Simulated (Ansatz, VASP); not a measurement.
Sr2Ru: VASP beside Ansatz

```
Sr Ru
1.0
     3.86797    0.00000    0.00000
    -1.93399    3.34976    0.00000
     0.00000    0.00000    7.95184
Sr Ru
2 1
Direct
  0.33333 0.66667 0.24874
  0.66667 0.33333 0.75126
  0.00000 0.00000 0.00000
```

Alike in both runs: functional PBE; k mesh 12 × 12 × 6; occupations gaussian, width 0.1 eV; no spin polarisation.

Ansatz relaxed the structure, and its values are those at the end. VASP's run is a single point on that final structure, the one shown.

|  | VASP | Ansatz |
| --- | --- | --- |
| version | VASP 6.6.1 | Ansatz 0.2.0 |
| potentials or method | VASP PAW PBE potentials, release 64 (Sr_sv, Ru_pv), cutoff 520 eV | scalar-relativistic, plane waves, PAW |
| valence electrons in the cell | 34 | 36 |

Ansatz gave:

* gap on the k mesh at the Fermi level (eV): none
* pressure (GPa): 0.0
* rms of the force components (eV/Å): 0.004

Question: What did VASP give for the same quantities?

Answer: gap on the k mesh at the Fermi level (eV): none; pressure (GPa): 0.2; rms of the force components (eV/Å): 0.020.

A gap of «none» marks a metal or a gap that the smearing closes. VASP's potentials hold 34 valence electrons a cell and Ansatz's 36, so a difference there can come from the potentials and not from the codes.
